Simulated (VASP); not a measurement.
Wanted: the native input for a VASP 6.6.1 run.

```yaml
Task: single point
Functional: LDA
Potentials_or_basis: VASP PAW LDA potentials, release 64 (W_sv, C)
Cutoff: 520 eV
k_mesh: 10 × 10 × 10
Occupations: fermi-dirac, width 0.05 eV
Spin: no spin polarisation
Hubbard_terms: W d U = 4.0 eV
Dipole_correction: no
Further_INCAR_settings: ALGO = Normal; EDIFF = 1e-06; NBANDS = 16
```

The structure of WC lies in POSCAR:

```
WC
1.0
    0.0000000000      2.1926840000      2.1926840000
    2.1926840000      0.0000000000      2.1926840000
    2.1926840000      2.1926840000      0.0000000000
W C
1 1
Direct
    0.0000000000      0.0000000000      0.0000000000
    0.5000000000      0.5000000000      0.5000000000
```

These files were run (other wordings do the same):

INCAR

```
SYSTEM = WC
PREC = Accurate
ENCUT = 520
EDIFF = 1E-6
ISMEAR = -1
SIGMA = 0.05
LREAL = .False.
LASPH = .True.
NELM = 150
ALGO = Normal
ISIF = 2
LWAVE = .False.
LCHARG = .False.
LMAXMIX = 4
LDAU = .True.
LDAUTYPE = 2
LDAUL = 2 -1
LDAUU = 4 0
LDAUJ = 0 0
LDAUPRINT = 1
NBANDS = 16
```

KPOINTS

```
regular mesh
0
Gamma
  10 10 10
  0 0 0
```

Potentials or basis: VASP PAW LDA potentials, release 64 (W_sv, C).

The run is started by

```console
$ cat potpaw_LDA.64/W_sv/POTCAR potpaw_LDA.64/C/POTCAR > POTCAR
$ mpirun -np 1 vasp_std > vasp.out
```

It gave:

| Property | Result |
| --- | --- |
| Pressure | -6.7 GPa |
| Band gap on the k mesh | zero (band 9 reaches 13.74 eV, above the bottom of band 10 at 10.52 eV) |

Caveat: spin-orbit coupling is left out, which moves the levels of the heavy elements; U without spin polarisation on a metal has little footing; the U is typed as a test and isn't derived for this compound.

Wall time 5 s on 1 thread of Intel(R) Xeon(R) 6975P-C (Granite Rapids), on a shared host, peak memory 0.13 GiB.
